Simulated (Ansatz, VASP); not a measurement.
**PbSeCl in VASP and in Ansatz**

```
CELL_PARAMETERS angstrom
4.45152 0.00000 0.00000
0.00000 4.45152 0.00000
0.00000 0.00000 7.54533
ATOMIC_POSITIONS crystal
Cl 0.00000 0.50000 0.64389
Cl 0.50000 0.00000 0.35611
Se 0.00000 0.00000 0.00000
Se 0.50000 0.50000 0.00000
Pb 0.00000 0.50000 0.27133
Pb 0.50000 0.00000 0.72867
```

Alike in both runs: functional PBE; k mesh 8 × 8 × 5; occupations gaussian, width 0.194 eV; no spin polarisation.

Ansatz relaxed the structure, and its values are those at the end. VASP's run is a single point on that final structure, the one shown.

|  | VASP | Ansatz |
| --- | --- | --- |
| version | VASP 6.6.1 | Ansatz 0.2.0 |
| potentials or method | VASP PAW PBE potentials, release 64 (Cl, Se, Pb_d), cutoff 520 eV | PAW plane waves |
| valence electrons in the cell | 54 | 74 |

```csv
,VASP,Ansatz,Ansatz less VASP
pressure (GPa),4.6,4.6,+0.05
```

The functional is the same, so the differences come from potentials, cutoffs and numerics. VASP's potentials hold 54 valence electrons a cell and Ansatz's 74, so a difference there can come from the potentials and not from the codes. Ansatz's warnings: stress scf threshold loose.

Spin-orbit coupling is off throughout.
